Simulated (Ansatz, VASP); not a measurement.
# BAs in VASP and in Ansatz

Contents of INCAR:

```
  ALGO = Normal
  EDIFF = 1E-6
  ENCUT = 500
  GGA = PE
  GGA_COMPAT = F
  ISIF = 2
  ISMEAR = 0
  LASPH = T
  LCHARG = F
  LREAL = F
  LWAVE = F
  NBANDS = 11
  NELM = 120
  PREC = Accurate
  SIGMA = 0.02
```

Contents of KPOINTS:

```
k-points
0
Gamma
  10 10 10
```

The input POSCAR:

```
BAs
1.0
    0.0000000000      2.4045448376      2.4045448376
    2.4045448376      0.0000000000      2.4045448376
    2.4045448376      2.4045448376      0.0000000000
B As
1 1
Direct
    0.0000000000      0.0000000000      0.0000000000
    0.2500000000      0.2500000000      0.2500000000
```

Input for Ansatz:

```yaml
crystal:
  lattice:
    - [0.0, 2.4045448376, 2.4045448376]
    - [2.4045448376, 0.0, 2.4045448376]
    - [2.4045448376, 2.4045448376, 0.0]
  atoms:
    - { symbol: B, position: [0.0, 0.0, 0.0] }
    - { symbol: As, position: [0.25, 0.25, 0.25] }
basis:
  ecutwfc: 420
kpoints:
  mp_grid: { grid: [10, 10, 10] }
  band_path:
    path:
      - [[0.0, 0.0, 0.0], [-0.5, -0.5, 0.0], [-0.375, -0.375, 0.25]]
      - [[-0.375, 0.0, 0.375], [0.0, 0.0, 0.0], [0.0, 0.0, 0.5], [-0.5, -0.25, 0.25], [-0.5, -0.5, 0.0]]
    npoints: 10
hamiltonian:
  xc: pbe
  pseudopotentials: { kind: paw, azcp: { folder: soft_1 } }
scf:
  occupations: { method: gaussian, width: 0.02 }
  n_extra_bands: 7
output:
  forces: true
  stress: true
  eigenvalues: true
```

Alike in both runs: task single point; functional PBE; k mesh 10 × 10 × 10; occupations gaussian, width 0.02 eV; no spin polarisation.

|  | VASP | Ansatz |
| --- | --- | --- |
| version | VASP 6.6.1 | Ansatz 0.2.0 |
| potentials or method | VASP PAW PBE potentials, release 64 (B, As), cutoff 500 eV | scalar-relativistic, plane waves, PAW |
| valence electrons in the cell | 8 | 18 |

```csv
,VASP,Ansatz,Ansatz less VASP
gap on the k mesh at the Fermi level (eV),1.20,1.20,+0.008
least direct gap on the mesh (eV),3.25,3.25,+0.003
pressure (GPa),0.6,0.0,-0.59
```

VASP's potentials hold 8 valence electrons a cell and Ansatz's 18, so a difference there can come from the potentials and not from the codes.
